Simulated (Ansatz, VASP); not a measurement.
One calculation of Sc3Al, two programs

File INCAR:

```
ALGO = Fast ; EDIFF = 1E-6
ENCUT = 520 ; GGA = PS
ISIF = 2 ; ISMEAR = 0
LASPH = True ; LCHARG = False
LREAL = False ; LWAVE = False
NBANDS = 26 ; NELM = 100
PREC = Accurate ; SIGMA = 0.15
```

The input KPOINTS:

```
k-points
0
Gamma
  12 12 12
```

File POSCAR:

```
Sc3Al
1.0
    4.3091730737      0.0000000000      0.0000000000
    0.0000000000      4.3091730737      0.0000000000
    0.0000000000      0.0000000000      4.3747949987
Sc Al
3 1
Direct
    0.5000000000      0.0000000000      0.5000000000
    0.0000000000      0.5000000000      0.5000000000
    0.5000000000      0.5000000000      0.0000000000
    0.0000000000      0.0000000000      0.0000000000
```

Input for Ansatz:

```yaml
crystal:
  lattice:
    - [4.3091730737, 0.0, 0.0]
    - [0.0, 4.3091730737, 0.0]
    - [0.0, 0.0, 4.3747949987]
  atoms:
    - { symbol: Sc, position: [0.5, 0.0, 0.5] }
    - { symbol: Sc, position: [0.0, 0.5, 0.5] }
    - { symbol: Sc, position: [0.5, 0.5, 0.0] }
    - { symbol: Al, position: [0.0, 0.0, 0.0] }
basis:
  ecutwfc: 420
kpoints:
  mp_grid: { grid: [12, 12, 12] }
hamiltonian:
  xc: pbesol
scf:
  occupations: { method: gaussian, width: 0.15 }
output:
  forces: true
  stress: true
  eigenvalues: true
```

Change from the starting cell: strain -0.015 along x and y, +0.000 along z, atoms carried along.

Alike in both runs: task single point; functional PBEsol; k mesh 12 × 12 × 12; occupations gaussian, width 0.15 eV; no spin polarisation.

|  | VASP | Ansatz |
| --- | --- | --- |
| version | VASP 6.6.1 | Ansatz 0.2.0 |
| potentials or method | VASP PAW PBE potentials, release 64 (Sc_sv, Al), cutoff 520 eV | scalar-relativistic, plane waves, PAW |
| valence electrons in the cell | 36 | 36 |

|  | VASP | Ansatz | Ansatz less VASP |
| --- | --- | --- | --- |
| gap on the k mesh at the Fermi level (eV) | none | none | - |
| pressure (GPa) | 2.3 | 2.2 | -0.08 |
| traceless stress, the component that is largest in VASP (GPa) | -0.71 | -0.71 | +0.001 |

VASP's potentials were made for PBE, not for PBEsol. A gap of «none» marks a metal or a gap that the smearing closes. With one functional, cell and mesh, what is left measures potentials, basis and numerics.
